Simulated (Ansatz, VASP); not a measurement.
**Si2P3 in VASP and in Ansatz**

```
Si P
1.0
     4.94368    0.00000    0.00000
    -2.47184    4.28135    0.00000
     0.00000    0.00000    4.68907
Si P
2 3
Direct
  0.00000 0.00000 0.75198
  0.00000 0.00000 0.24802
  0.50000 0.00000 0.00000
  0.00000 0.50000 0.00000
  0.50000 0.50000 0.00000
```

Alike in both runs: functional PBE; k mesh 4 × 4 × 3; occupations gaussian, width 0.2 eV; no spin polarisation.

Ansatz relaxed the structure, and its values are those at the end. VASP's run is a single point on that final structure, the one shown.

```csv
,VASP,Ansatz
version,VASP 6.6.1,Ansatz 0.2.0
potentials or method,"VASP PAW PBE potentials, release 64 (Si, P), cutoff 500 eV","scalar-relativistic, plane waves, PAW"
valence electrons in the cell,23,23
```

```tsv
	VASP	Ansatz	Ansatz less VASP
gap on the k mesh at the Fermi level (eV)	none	none	-
pressure (GPa)	-0.4	-0.3	+0.11
rms of the force components (eV/Å)	0.027	0.028	+0.0005
```

A gap of «none» marks a metal or a gap that the smearing closes. The functional is the same, so the differences come from potentials, cutoffs and numerics.

The k mesh is coarse, so the values compare programs but aren't converged.
